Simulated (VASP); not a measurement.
Wanted: the native input for a VASP 6.6.1 run.

* Task: single point
* Functional: PBE
* Potentials or basis: VASP PAW PBE potentials, release 64 (Cs_sv, Sn_d, Br)
* Cutoff: 500 eV
* k mesh: 6 × 6 × 6
* Occupations: gaussian, width 0.02 eV
* Spin: no spin polarisation
* Dipole correction: no
* Further INCAR settings: ALGO = Normal; EDIFF = 1e-06; NBANDS = 30

The structure of CsSnBr3 lies in POSCAR:

```
CsSnBr3
1.0
    5.9484349371      0.0000000000      0.0000000000
    0.0000000000      5.9484349371      0.0000000000
    0.0000000000      0.0000000000      5.8780497709
Cs Sn Br
1 1 3
Direct
    0.0000000000      0.0000000000      0.0000000000
    0.5000000000      0.5000000000      0.5000000000
    0.5000000000      0.5000000000      0.0000000000
    0.5000000000      0.0000000000      0.5000000000
    0.0000000000      0.5000000000      0.5000000000
```

The input as run:

INCAR

```
SYSTEM = CsSnBr3
PREC = Accurate
ENCUT = 500
EDIFF = 1E-6
ISMEAR = 0
SIGMA = 0.02
LREAL = .False.
LASPH = .True.
NELM = 120
ALGO = Normal
ISIF = 2
LWAVE = .False.
LCHARG = .True.
GGA = PE
LELF = .True.
LVHAR = .True.
NBANDS = 30
GGA_COMPAT = .False.
```

KPOINTS

```
regular mesh
0
Gamma
  6 6 6
  0 0 0
```

Potentials or basis: VASP PAW PBE potentials, release 64 (Cs_sv, Sn_d, Br).

Command:

```console
$ cat potpaw_PBE.64/Cs_sv/POTCAR potpaw_PBE.64/Sn_d/POTCAR potpaw_PBE.64/Br/POTCAR > POTCAR
$ mpirun -np 1 vasp_std > vasp.out
```

Results of the run:

```
Pressure               : -0.3 GPa
Band gap on the k mesh : 0.70 eV
```

Caveat: semilocal functionals underestimate gaps, and a narrow one can read as zero; spin-orbit coupling is left out, which moves the levels of the heavy elements.

Run time: 4 min on 1 thread of AMD EPYC 7R43 64-Core Processor (Zen 3), on a shared host, peak memory 0.42 GiB.
